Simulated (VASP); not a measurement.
# Mg (P6_3/mmc) in VASP: notebook, part 2 of 2

VASP 6.6.1. Earlier steps stand in the parts before.

## Step 3: Single point, pbesol exchange, lda correlation

This run uses another cell than the first one, of 24.17 Å³/atom.

Input file INCAR:

```
SYSTEM = Mg
PREC     = Accurate       ! precision mode
ENCUT    = 600            ! plane-wave cutoff, eV
EDIFF    = 1E-6           ! SCF threshold, eV
ISMEAR   = 1              ! smearing method
SIGMA    = 0.2            ! smearing width, eV
LREAL    = .False.        ! projectors in reciprocal space
LASPH    = .True.         ! aspherical terms in the spheres
NELM     = 120            ! most SCF steps
ALGO     = Normal         ! electronic algorithm
ISIF     = 2              ! what is computed and relaxed
LWAVE    = .False.        ! write WAVECAR
LCHARG   = .True.         ! write CHGCAR
GGA      = LIBXC          ! functional
LIBXC1   = GGA_X_PBE_SOL
LIBXC2   = LDA_C_PW     
LELF     = .True.         ! ELF
LVHAR    = .True.       
NBANDS   = 9              ! bands
GGA_COMPAT= .False.
```

Input file KPOINTS:

```
Automatic mesh
0
Gamma
  8 8 5
  0 0 0
```

Input file POSCAR:

```
Mg
1.0
    3.2515324747      0.0000000000      0.0000000000
   -1.6257662373      2.8159144574      0.0000000000
    0.0000000000      0.0000000000      5.2788644417
Mg
2
Direct
    0.3333333333      0.6666666667      0.2500000000
    0.6666666667      0.3333333333      0.7500000000
```

Potentials or basis: VASP PAW PBE potentials, release 64 (Mg).

Command:

```
$ cat potpaw_PBE.64/Mg/POTCAR > POTCAR
$ mpirun -np 1 vasp_std > vasp.out
```

It took 13 s on 1 thread of Intel Xeon 6975P-C (Granite Rapids), shared host; peak memory 0.17 GiB.

The run converged. Its results:

| Property | Result |
| --- | --- |
| Free energy | -2.1455 eV |
| Pressure | -1.4 GPa |
| Band gap on the k mesh | zero (bands 2 and 3 overlap by 2.25 eV) |

Stress tensor (GPa, compression positive):
```
-1.52  0.00  0.00
 0.00 -1.52  0.00
 0.00  0.00 -1.02
```

Levels at points of the mesh, in eV from the Fermi level:
| k point | band 1 | band 2 | band 3 | band 4 | band 5 | band 6 |
| --- | --- | --- | --- | --- | --- | --- |
| (0.00, 0.00, 0.00) | -6.73 | -1.59 | -1.30 | 10.57 | 10.57 | 10.62 |
| (0.50, 0.00, 0.00) | -2.13 | -2.04 | 2.56 | 3.04 | 3.10 | 3.49 |

Caveat: the PAW data sets were made with another functional, which shifts forces and pressure a little.

## Step 4: Single point, pbesol exchange, lda correlation

This run uses another cell than the first one, of 24.86 Å³/atom.

Input file INCAR:

```
SYSTEM = Mg
  PREC = Accurate
  ENCUT = 600
  EDIFF = 1E-6
  ISMEAR = 1
  SIGMA = 0.2
  LREAL = .False.
  LASPH = .True.
  NELM = 120
  ALGO = Normal
  ISIF = 2
  LWAVE = .False.
  LCHARG = .False.
  GGA = LIBXC
  LIBXC1 = GGA_X_PBE_SOL
  LIBXC2 = LDA_C_PW
  NBANDS = 9
  GGA_COMPAT = .False.
```

KPOINTS is that of step 3.

Input file POSCAR:

```
Mg
1.0
    3.2825013145      0.0000000000      0.0000000000
   -1.6412506572      2.8427343045      0.0000000000
    0.0000000000      0.0000000000      5.3291423672
Mg
2
Direct
    0.3333333333      0.6666666667      0.2500000000
    0.6666666667      0.3333333333      0.7500000000
```

Potentials or basis: VASP PAW PBE potentials, release 64 (Mg).

Command:

```
$ cat potpaw_PBE.64/Mg/POTCAR > POTCAR
$ mpirun -np 1 vasp_std > vasp.out
```

OUTCAR:

```text
SYSTEM = Mg
   PREC = Accurate
   ENCUT = 600
   EDIFF = 1E-6
   ISMEAR = 1
   LREAL = .False.
   LASPH = .True.
   NELM = 120
   ISIF = 2
   GGA = LIBXC

 ion  position               nearest neighbor table
   1  0.333  0.667  0.250-   2 3.27   2 3.27   2 3.27   2 3.27   2 3.27   2 3.27
   2  0.667  0.333  0.750-   1 3.27   1 3.27   1 3.27   1 3.27   1 3.27   1 3.27

  LATTYP: Found a hexagonal cell.
 ALAT       =     3.2825013145
 C/A-ratio  =     1.6235004518

  Lattice vectors:

 A1 = (   3.2825013145,   0.0000000000,   0.0000000000)
 A2 = (  -1.6412506572,   2.8427343045,   0.0000000000)
 A3 = (   0.0000000000,   0.0000000000,   5.3291423672)

Analysis of symmetry for initial positions (statically):
=====================================================================
 Subroutine PRICEL returns:
 Original cell was already a primitive cell.

 Routine SETGRP: Setting up the symmetry group for a
 hexagonal supercell.

 Subroutine GETGRP returns: Found 24 space group operations
 (whereof 12 operations were pure point group operations)
 out of a pool of 24 trial point group operations.

The static configuration has the point symmetry D_3d.
 The point group associated with its full space group is D_6h.

[... 164 lines left out ...]
 val. band max:        2.2385849264   @ k =   0.2500   0.2500   0.2000
 cond. band min:       2.4740247817   @ k =   0.3750   0.1250   0.4000
 fundamental gap:      0.2354398553
 Fermi energy:         2.2521964890

 k-point     1 :       0.0000    0.0000    0.0000
  band No.  band energies     occupation
      1      -4.3593      2.00000
      2       0.7102      2.00000
      3       0.9489      2.00000
      4      12.6003      0.00000
      5      12.6003      0.00000
      6      12.7081      0.00000
      7      12.7082      0.00000
      8      13.6163      0.00000
      9      14.8718      0.00000
[... 265 lines left out ...]
 k-point    24 :       0.3750    0.0000    0.4000
  band No.  band energies     occupation
      1      -0.9449      2.00000
      2       0.0733      2.00000
      3       3.5297     -0.00000
      4       4.5086     -0.00000
      5       8.0038      0.00000
      6       9.6483      0.00000
      7      10.1159      0.00000
      8      10.5558      0.00000
      9      11.3087      0.00000

 [... further k-points ...]
[... 5 lines left out ...]
  --------------------------------------------------------------------------------------
  -------------------------------------------------------------------------------------
  Total       -0.7058120     -0.7058144     -0.5655551     -0.0000000     -0.0000000     -0.0000000
  in kB      -22.7405581    -22.7406346    -18.2216219     -0.0000000     -0.0000000     -0.0000000
  external PRESSURE =     -21.2342715 kB  Pullay stress =       0.0000000 kB

 VOLUME and BASIS-vectors are now :
 -----------------------------------------------------------------------------
  energy-cutoff  :      600.00
  volume of cell :       49.73
      direct lattice vectors                 reciprocal lattice vectors
     3.282501315  0.000000000  0.000000000     0.304645727  0.175886997  0.000000000
    -1.641250657  2.842734304  0.000000000     0.000000000  0.351773994  0.000000000
     0.000000000  0.000000000  5.329142367     0.000000000  0.000000000  0.187647455

 POSITION                                       TOTAL-FORCE (eV/Angst)
 -----------------------------------------------------------------------------------
     -0.00000      1.89516      1.33229         0.000000     -0.000000      0.000000
      1.64125      0.94758      3.99686        -0.000000      0.000000      0.000000
 -----------------------------------------------------------------------------------
    total drift:                                0.000000     -0.000000      0.000000

  FREE ENERGIE OF THE ION-ELECTRON SYSTEM (eV)
  ---------------------------------------------------
  free  energy   TOTEN  =        -2.1302510895 eV

  energy  without entropy=       -2.1319009055  energy(sigma->0) =       -2.13080103
```

Run time: 17 s. Hardware: 1 thread of Intel Xeon 6975P-C (Granite Rapids), shared host; peak memory 0.18 GiB.

Results:

| Property | Result |
| --- | --- |
| Free energy | -2.1303 eV |
| Pressure | -2.1 GPa |
| Band gap on the k mesh | zero (bands 2 and 3 overlap by 2.25 eV) |

Caveat: the PAW data sets were made with another functional, which shifts forces and pressure a little.

## Step 5: The runs side by side

```tsv
cell	gap on the mesh (eV)	pressure (GPa)
a = 3.220, b = 3.220, c = 5.228 Å, angles 90.0, 90.0, 120.0°, 2 atoms	none	-0.5
a = 3.252, b = 3.252, c = 5.279 Å, angles 90.0, 90.0, 120.0°, 2 atoms	none	-1.4
a = 3.283, b = 3.283, c = 5.329 Å, angles 90.0, 90.0, 120.0°, 2 atoms	none	-2.1
```

Alike in all rows: task single point; level pbesol exchange, lda correlation; potentials or basis VASP PAW PBE potentials, release 64 (Mg); no spin polarisation; k mesh 8 × 8 × 5; cutoff (eV) 600; smearing methfessel-paxton 0.2 eV.

Caveats: the PAW data sets were made with another functional, which shifts forces and pressure a little.

Absolute energies hang on the potentials; compare differences alone.
